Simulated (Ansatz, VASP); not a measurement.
## BeTe: VASP beside Ansatz

The input INCAR:

```
PREC = Accurate
ENCUT = 600
EDIFF = 1E-6
ISMEAR = 0
SIGMA = 0.05
LREAL = False
LASPH = True
NELM = 120
ALGO = Normal
ISIF = 2
LWAVE = False
LCHARG = False
GGA = CA
NBANDS = 11
GGA_COMPAT = False
```

KPOINTS

```
Automatic mesh
0
Gamma
  6 6 6
```

The input POSCAR:

```
BeTe
1.0
    0.0000000000      2.7783885439      2.7783885439
    2.7783885439      0.0000000000      2.7783885439
    2.7783885439      2.7783885439      0.0000000000
Be Te
1 1
Direct
    0.0000000000      0.0000000000      0.0000000000
    0.2500000000      0.2500000000      0.2500000000
```

Input for Ansatz:

```yaml
crystal:
  lattice:
    - [0.0, 2.7783885439, 2.7783885439]
    - [2.7783885439, 0.0, 2.7783885439]
    - [2.7783885439, 2.7783885439, 0.0]
  atoms:
    - { symbol: Be, position: [0.0, 0.0, 0.0] }
    - { symbol: Te, position: [0.25, 0.25, 0.25] }
basis:
  ecutwfc: 420
kpoints:
  mp_grid: { grid: [6, 6, 6] }
hamiltonian:
  xc: lda
scf:
  occupations: { method: gaussian, width: 0.05 }
output:
  forces: true
  stress: true
  eigenvalues: true
```

Alike in both runs: task single point; functional LDA; k mesh 6 × 6 × 6; occupations gaussian, width 0.05 eV; no spin polarisation.

|  | VASP | Ansatz |
| --- | --- | --- |
| version | VASP 6.6.1 | Ansatz 0.2.0 |
| potentials or method | VASP PAW LDA potentials, release 64 (Be, Te), cutoff 600 eV | scalar-relativistic, plane waves, PAW |
| valence electrons in the cell | 8 | 18 |

```tsv
	VASP	Ansatz	Ansatz less VASP
gap on the k mesh at the Fermi level (eV)	1.77	1.79	+0.020
least direct gap on the mesh (eV)	3.55	3.59	+0.037
pressure (GPa)	0.2	0.0	-0.28
```

LDA's correlation is that of Perdew and Zunger in VASP and of Perdew and Wang (1992) in Ansatz. VASP's potentials hold 8 valence electrons a cell and Ansatz's 18, so a difference there can come from the potentials and not from the codes.

Spin-orbit coupling is off throughout.
